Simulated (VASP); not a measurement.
# CsI (Pm-3m) in VASP: further runs

The runs below take CsI through single point, with LDA.

Everything below comes from runs of VASP 6.6.1. Logs are shortened: lines on timing, memory, paths and dates and some standing lists are left out, and cuts for length are marked.

## Step 1: The cell of the first run

It takes space group Pm-3m (No. 221, cubic). The conventional cell has a = 4.567 Å, b = 4.567 Å, c = 4.567 Å, α = 90.00°, β = 90.00°, γ = 90.00°. Cs (site symmetry m-3m) has 8 I at 3.95 Å and 6 Cs at 4.57 Å within 5.2 Å. I (site symmetry m-3m) has 8 Cs at 3.95 Å and 6 I at 4.57 Å within 5.2 Å.

## Step 2: Single point, LDA

INCAR

```
SYSTEM = CsI
PREC = Accurate ; ENCUT = 500
EDIFF = 1E-6 ; ISMEAR = -1
SIGMA = 0.01 ; LREAL = .FALSE.
LASPH = .TRUE. ; NELM = 120
ALGO = Normal ; ISIF = 2
LWAVE = .FALSE. ; LCHARG = .FALSE.
NBANDS = 15 ; GGA_COMPAT = .FALSE.
```

KPOINTS

```
Automatic mesh
0
G
  7 7 7
  0 0 0
```

POSCAR

```
CsI
1.0
    4.5667000000      0.0000000000      0.0000000000
    0.0000000000      4.5667000000      0.0000000000
    0.0000000000      0.0000000000      4.5667000000
Cs I
1 1
Direct
    0.0000000000      0.0000000000      0.0000000000
    0.5000000000      0.5000000000      0.5000000000
```

Potentials or basis: VASP PAW LDA potentials, release 64 (Cs_sv, I).

Run with:

```
$ cat potpaw_LDA.64/Cs_sv/POTCAR potpaw_LDA.64/I/POTCAR > POTCAR
$ mpirun -np 1 vasp_std > vasp.out
```

OUTCAR:

```text
SYSTEM = CsI
   PREC = Accurate
   ENCUT = 500
   EDIFF = 1E-6
   ISMEAR = -1
   LREAL = .FALSE.
   LASPH = .TRUE.
   NELM = 120
   ISIF = 2

 ion  position               nearest neighbor table
   1  0.000  0.000  0.000-
   2  0.500  0.500  0.500-

  LATTYP: Found a simple cubic cell.
 ALAT       =     4.5667000000

  Lattice vectors:

 A1 = (   4.5667000000,   0.0000000000,   0.0000000000)
 A2 = (   0.0000000000,   4.5667000000,   0.0000000000)
 A3 = (   0.0000000000,   0.0000000000,   4.5667000000)

Analysis of symmetry for initial positions (statically):
=====================================================================
 Subroutine PRICEL returns:
 Original cell was already a primitive cell.

 Routine SETGRP: Setting up the symmetry group for a
 simple cubic supercell.

 Subroutine GETGRP returns: Found 48 space group operations
 (whereof 48 operations were pure point group operations)
 out of a pool of 48 trial point group operations.

The static configuration has the point symmetry O_h .

Analysis of symmetry for dynamics (positions and initial velocities):
=====================================================================
 Subroutine PRICEL returns:
 Original cell was already a primitive cell.

 Routine SETGRP: Setting up the symmetry group for a
 simple cubic supercell.

 Subroutine GETGRP returns: Found 48 space group operations
 (whereof 48 operations were pure point group operations)
 out of a pool of 48 trial point group operations.

The dynamic configuration has the point symmetry O_h .

 Subroutine INISYM returns: Found 48 space group operations
 (whereof 48 operations are pure point group operations),
 and found     1 'primitive' translations

----------------------------------------------------------------------------------------

                                     Primitive cell

  volume of cell :      95.2374

  direct lattice vectors                    reciprocal lattice vectors
     4.566700000  0.000000000  0.000000000     0.218976504  0.000000000  0.000000000
     0.000000000  4.566700000  0.000000000     0.000000000  0.218976504  0.000000000
     0.000000000  0.000000000  4.566700000     0.000000000  0.000000000  0.218976504

  length of vectors
     4.566700000  4.566700000  4.566700000     0.218976504  0.218976504  0.218976504

  position of ions in fractional coordinates (direct lattice)
     0.000000000  0.000000000  0.000000000
     0.500000000  0.500000000  0.500000000

[... 80 lines left out ...]
   TEBEG  =    0.0;   TEEND  =   0.0 temperature during run
   PSTRESS=    0.0 pullay stress
   NELECT =      16.0000    total number of electrons
   NUPDOWN=      -1.0000    fix difference up-down
   EMIN   =  10.00;   EMAX   =-10.00  energy-range for DOS
   EFERMI =   0.00;   METHOD = LEGACY
   ISMEAR =    -1;   SIGMA  =   0.01  broadening in eV -4-tet -1-fermi 0-gaus
   EFERMI_NEDOS =   21; number of points for ismear=-14 and -15
   IALGO  =     38    algorithm
   IMIX   =      4    mixing-type and parameters
     AMIX     =   0.40;   BMIX     =  1.00
     AMIX_MAG =   1.60;   BMIX_MAG =  1.00
  volume/ion in A,a.u.               =      47.62       321.35
  Fermi-wavevector in a.u.,A,eV,Ry     =   0.903328  1.707043 11.102385  0.816002
  Thomas-Fermi vector in A             =   2.026641
   LORBIT       =      0    0 simple, 1 ext, 2 COOP (PROOUT), +10 PAW based schemes
   GGA     = CA    functional components
   LHFCALC =     F    Hartree Fock is set to
   AEXX    =    0.0000 exact exchange contribution
   IVDW    =     0    specifies the selected vdW correction
   LEPSILON=     F    determine dielectric tensor
   LRPA    =     F    only Hartree local field effects (RPA)
 non-spin polarized calculation
  energy-cutoff  :      500.00
  volume of cell :       95.24
 maximum number of plane-waves:      2469
 NGX is ok and might be reduce to    36
   NGX = 17   NGY = 17   NGZ = 17

 number of electron      16.0000003 magnetization

 Free energy of the ion-electron system (eV)
  ---------------------------------------------------
  ext. energy  EPLUGINS =         0.00000000
  ---------------------------------------------------
  free energy    TOTEN  =        -6.14240005 eV

  energy without entropy =       -6.14240005  energy(sigma->0) =       -6.14240005

 E-fermi :   0.8625     XC(G=0):  -8.0816

 val. band max:        0.6286672697   @ k =   0.4286   0.4286   0.0000
 cond. band min:       4.1924552024   @ k =   0.0000   0.0000   0.0000
 fundamental gap:      3.5637879327
 Fermi energy:         0.8624547448

 k-point     1 :       0.0000    0.0000    0.0000
  band No.  band energies     occupation
      1     -19.6795      2.00000
      2     -10.0657      2.00000
      3      -6.3767      2.00000
      4      -6.3767      2.00000
      5      -6.3767      2.00000
      6       0.5645      2.00000
      7       0.5645      2.00000
      8       0.5645      2.00000
      9       4.1925      0.00000
     10       4.6184      0.00000
     11       4.6184      0.00000
     12       8.3302      0.00000
     13       8.3302      0.00000
     14       8.3302      0.00000
[... 329 lines left out ...]
      2      -9.8059      2.00000
      3      -6.6442      2.00000
      4      -6.6346      2.00000
      5      -6.6346      2.00000
      6      -0.6319      2.00000
      7      -0.6319      2.00000
      8      -0.5513      2.00000
      9       6.9161      0.00000
     10       7.3577      0.00000
     11       7.3577      0.00000
     12       8.3809      0.00000
     13       8.4363      0.00000
     14       8.4363      0.00000
     15      10.5570      0.00000

------------------------ aborting loop because EDIFF is reached ----------------------------------------

  FORCE on cell =-STRESS in cart. coord.  units (eV):
  Direction    XX          YY          ZZ          XY          YZ          ZX
  --------------------------------------------------------------------------------------
  -------------------------------------------------------------------------------------
  Total       -0.8127399     -0.8127399     -0.8127399      0.0000000     -0.0000000     -0.0000000
  in kB      -13.6727140    -13.6727140    -13.6727140      0.0000000     -0.0000000     -0.0000000
  external PRESSURE =     -13.6727140 kB  Pullay stress =       0.0000000 kB

 VOLUME and BASIS-vectors are now :
 -----------------------------------------------------------------------------
  energy-cutoff  :      500.00
  volume of cell :       95.24
      direct lattice vectors                 reciprocal lattice vectors
     4.566700000  0.000000000  0.000000000     0.218976504  0.000000000  0.000000000
     0.000000000  4.566700000  0.000000000     0.000000000  0.218976504  0.000000000
     0.000000000  0.000000000  4.566700000     0.000000000  0.000000000  0.218976504

 POSITION                                       TOTAL-FORCE (eV/Angst)
 -----------------------------------------------------------------------------------
      0.00000      0.00000      0.00000         0.000000      0.000000      0.000000
      2.28335      2.28335      2.28335         0.000000      0.000000      0.000000
 -----------------------------------------------------------------------------------
    total drift:                               -0.000000      0.000000      0.000000

  FREE ENERGIE OF THE ION-ELECTRON SYSTEM (eV)
  ---------------------------------------------------
  free  energy   TOTEN  =        -6.1424000476 eV

  energy  without entropy=       -6.1424000476  energy(sigma->0) =       -6.14240005
```

OSZICAR:

```text
N       E                     dE             d eps       ncg     rms          rms(c)
DAV:   1     0.806231928645E+02    0.80623E+02   -0.59329E+03   600   0.855E+02
DAV:   2     0.407972220389E+00   -0.80215E+02   -0.73539E+02   838   0.139E+02
DAV:   3    -0.620292880351E+01   -0.66109E+01   -0.65897E+01   782   0.437E+01
DAV:   4    -0.629108951719E+01   -0.88161E-01   -0.88153E-01   790   0.611E+00
DAV:   5    -0.629197945707E+01   -0.88994E-03   -0.88993E-03   811   0.570E-01    0.157E+00
DAV:   6    -0.617341922853E+01    0.11856E+00   -0.85498E-02   712   0.147E+00    0.107E+00
DAV:   7    -0.614325050845E+01    0.30169E-01   -0.68592E-02   761   0.128E+00    0.481E-01
DAV:   8    -0.614254197515E+01    0.70853E-03   -0.82868E-03   670   0.442E-01    0.715E-02
DAV:   9    -0.614238489751E+01    0.15708E-03   -0.36648E-04   796   0.119E-01    0.466E-02
DAV:  10    -0.614241059116E+01   -0.25694E-04   -0.12415E-04   649   0.467E-02    0.269E-02
DAV:  11    -0.614240173000E+01    0.88612E-05   -0.58127E-05   747   0.345E-02    0.620E-03
DAV:  12    -0.614240003841E+01    0.16916E-05   -0.49880E-06   684   0.125E-02    0.203E-03
DAV:  13    -0.614240004755E+01   -0.91442E-08   -0.34693E-07   391   0.289E-03
   1 F= -.61424000E+01 E0= -.61424000E+01  d E =-.120021E-11
```

Wall time 8.3 s (1 thread of Intel Xeon 6975P-C (Granite Rapids), shared host); peak memory 0.18 GiB.

What came out:

* Free energy: -6.1424 eV
* Pressure: -1.4 GPa
* Band gap on the k mesh: 3.56 eV, indirect (least direct gap 3.63 eV)

Levels at points of the mesh, in eV from the valence-band top:
| k point | band 6 | band 7 | band 8 | band 9 | band 10 | band 11 |
| --- | --- | --- | --- | --- | --- | --- |
| (0.00, 0.00, 0.00) | -0.06 | -0.06 | -0.06 | 3.56 | 3.99 | 3.99 |

Caveat: spin-orbit coupling is left out, which moves the levels of the heavy elements. A k mesh can miss the band edges.

[end of part 1 of 3]
